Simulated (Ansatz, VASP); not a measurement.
## C: VASP beside Ansatz

INCAR

```
SYSTEM = C
  PREC = Accurate
  ENCUT = 600
  EDIFF = 1E-6
  ISMEAR = -1
  SIGMA = 0.08
  LREAL = .False.
  LASPH = .True.
  NELM = 60
  ALGO = Normal
  ISIF = 3
  LWAVE = .False.
  LCHARG = .False.
  GGA = PS
  IBRION = 2
  NSW = 60
  EDIFFG = -0.005
```

KPOINTS

```
regular mesh
0
Gamma
  24 24 24
  0 0 0
```

Contents of POSCAR:

```
C
1.0
    0.0000000000      1.4812480342      1.4812480342
    1.4812480342      0.0000000000      1.4812480342
    1.4812480342      1.4812480342      0.0000000000
C
1
Direct
    0.0000000000      0.0000000000      0.0000000000
```

Input for Ansatz:

```yaml
crystal:
  lattice:
    - [0.0, 1.4812480342, 1.4812480342]
    - [1.4812480342, 0.0, 1.4812480342]
    - [1.4812480342, 1.4812480342, 0.0]
  atoms:
    - { symbol: C, position: [0.0, 0.0, 0.0] }
kpoints:
  mp_grid: { grid: [24, 24, 24] }
scf:
  occupations: { method: fermi_dirac, width: 0.08 }
hamiltonian:
  xc: pbesol
  pseudopotentials: { kind: paw }
output:
  forces: true
  stress: true
relax:
  f_tol: 0.005
  max_steps: 40
  cell: {}
```

Alike in both runs: task relaxation of cell and atoms; functional PBEsol; k mesh 24 × 24 × 24; occupations fermi-dirac, width 0.08 eV; no spin polarisation.

|  | VASP | Ansatz |
| --- | --- | --- |
| version | VASP 6.6.1 | Ansatz 0.2.0 |
| potentials or method | VASP PAW PBE potentials, release 64 (C) | PAW with Ansatz's default frozen-core files, scalar-relativistic |
| plane-wave cutoff (eV) | 600 | 420 |
| valence electrons in the cell | 4 | 4 |

```tsv
	VASP	Ansatz	Ansatz less VASP
relaxed volume (Å³/atom)	7.01	7.01	-0.005
relaxed cell length with the largest relative difference (Å)	2.148	2.148	-0.0005
```

VASP's potentials were made for PBE, not for PBEsol.
